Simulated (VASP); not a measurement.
Crystal: ScCu3.

```
Sc Cu
1.0
     0.00000    3.03347    3.03347
     3.03347    0.00000    3.03347
     3.03347    3.03347    0.00000
Sc Cu
1 3
Direct
  0.00000 0.00000 0.00000
  0.50000 0.50000 0.50000
  0.25000 0.25000 0.25000
  0.75000 0.75000 0.75000
```

```yaml
Program: VASP 6.6.1
Task: relaxation of volume and atoms at fixed shape
Functional: LDA
Potentials_or_basis: VASP PAW LDA potentials, release 64 (Sc_sv, Cu_sv_GW)
Cutoff: 820 eV
k_mesh: 7 × 7 × 7
Occupations: gaussian, width 0.1 eV
Spin: no spin polarisation
```

At the start: pressure -7.7 GPa; volume 13.96 Å³/atom.

Problem. Where does the relaxation end?

Solution. Over 3 steps the energy falls by 20.9 meV/atom and the volume is 13.14 Å³/atom (-5.9 %); space group Fm-3m (No. 225, to 0.1 Å) before and after.

Step by step:
```tsv
step	energy change (eV)	largest force (eV/Å)	pressure (GPa)	volume (Å³)
1	0.0000	0.0000	-7.74	55.83
2	-0.0480	0.0000	5.85	50.56
3	-0.0836	0.0000	-0.04	52.55
```

Final structure:
```yaml
crystal:
  lattice:
    - [0.00000, 2.97286, 2.97286]
    - [2.97286, 0.00000, 2.97286]
    - [2.97286, 2.97286, 0.00000]
  atoms:
    - { symbol: Sc, position: [0.00000, 0.00000, 0.00000] }
    - { symbol: Cu, position: [0.50000, 0.50000, 0.50000] }
    - { symbol: Cu, position: [0.25000, 0.25000, 0.25000] }
    - { symbol: Cu, position: [0.75000, 0.75000, 0.75000] }
```
